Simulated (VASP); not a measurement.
Here is a VASP 6.6.1 calculation.

POSCAR

```
Ti3Se
1.0
    3.9765704431      0.0000000000      0.0000000000
    0.0000000000      3.9765704431      0.0000000000
    0.0000000000      0.0000000000      3.9765704431
Ti Se
3 1
Direct
    0.0000000000      0.5000000000      0.5000000000
    0.5000000000      0.0000000000      0.5000000000
    0.5000000000      0.5000000000      0.0000000000
    0.0000000000      0.0000000000      0.0000000000
```

File INCAR.step1:

```
SYSTEM = Ti3Se
PREC = Accurate
ENCUT = 520
ISMEAR = 0
SIGMA = 0.1
LREAL = .False.
LASPH = .True.
NELM = 100
NBANDS = 29
GGA = PE
ALGO = Normal
EDIFF = 1E-4
LWAVE = .True.
LCHARG = .False.
```

INCAR.step2

```
SYSTEM = Ti3Se
PREC = Accurate
ENCUT = 520
EDIFF = 1E-7
ISMEAR = 0
SIGMA = 0.1
LREAL = .False.
LASPH = .True.
NELM = 100
ALGO = Normal
ISIF = 2
LWAVE = .False.
LCHARG = .False.
METAGGA = R2SCAN
LMIXTAU = .True.
NBANDS = 29
ISTART = 1
```

The input KPOINTS:

```
Automatic mesh
0
Gamma
  12 12 12
  0 0 0
```

Potentials or basis: VASP PAW PBE potentials, release 64 (Ti_sv, Se).

Command:

```console
$ cat potpaw_PBE.64/Ti_sv/POTCAR potpaw_PBE.64/Se/POTCAR > POTCAR
$ cp INCAR.step1 INCAR
$ mpirun -np 1 vasp_std > vasp.out
$ cp INCAR.step2 INCAR
$ mpirun -np 1 vasp_std > vasp.out
```

Question: Predict the pressure.

Answer: 0.5 GPa.

Question: Estimate the band gap on the k mesh.

Answer: Zero (band 21 reaches 10.34 eV, above the bottom of band 22 at 8.11 eV).

Caveat: the PAW data sets were made with another functional, which shifts forces and pressure a little.
